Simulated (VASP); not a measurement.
Crystal: Si3N4.

```
Si N
1.0
     4.13078    0.00000    0.00000
     0.00000    4.13078    0.00000
     0.00000    0.00000    4.13078
Si N
3 4
Direct
  0.00000 0.00000 0.50000
  0.50000 0.00000 0.00000
  0.00000 0.50000 0.00000
  0.23952 0.23952 0.76048
  0.76048 0.76048 0.76048
  0.23952 0.76048 0.23952
  0.76048 0.23952 0.23952
```

| Quantity | Value |
| --- | --- |
| Program | VASP 6.6.1 |
| Task | relaxation of cell and atoms |
| Functional | BLYP |
| Dispersion | D3(BJ) |
| Potentials or basis | VASP PAW PBE potentials, release 64 (Si, N) |
| Cutoff | 600 eV |
| k mesh | 7 × 7 × 7 |
| Occupations | fermi-dirac, width 0.05 eV |
| Spin | no spin polarisation |

At the start: pressure -4.9 GPa; volume 10.07 Å³/atom.

Where does the relaxation end?

Over 6 steps the energy falls by 3.3 meV/atom and the volume is 9.85 Å³/atom (-2.2 %); space group P-43m (No. 215, to 0.05 Å).

The path:
| step | energy change (eV) | largest force (eV/Å) | pressure (GPa) | volume (Å³) |
| --- | --- | --- | --- | --- |
| 1 | 0.0000 | 0.1114 | -4.91 | 70.48 |
| 2 | 0.0167 | 0.4155 | 6.75 | 67.38 |
| 3 | -0.0217 | 0.1046 | -0.15 | 69.13 |
| 4 | -0.0217 | 0.1093 | -0.06 | 69.11 |
| 5 | -0.0229 | 0.0256 | 0.03 | 68.98 |
| 6 | -0.0229 | 0.0043 | 0.05 | 68.94 |

Final structure:
```cif
data_structure
_symmetry_space_group_name_H-M 'P 1'
_symmetry_Int_Tables_number 1
_cell_length_a 4.1004
_cell_length_b 4.1004
_cell_length_c 4.1004
_cell_angle_alpha 90.000
_cell_angle_beta 90.000
_cell_angle_gamma 90.000
_cell_volume 68.94
loop_
_atom_site_label
_atom_site_type_symbol
_atom_site_fract_x
_atom_site_fract_y
_atom_site_fract_z
_atom_site_occupancy
Si1 Si 0.00000 0.00000 0.50000 1
Si2 Si 0.50000 0.00000 0.00000 1
Si3 Si 0.00000 0.50000 0.00000 1
N1 N 0.24001 0.24001 0.75999 1
N2 N 0.75999 0.75999 0.75999 1
N3 N 0.24001 0.75999 0.24001 1
N4 N 0.75999 0.24001 0.24001 1
```

Caveat: the PAW data sets were made with another functional, which shifts forces and pressure a little.
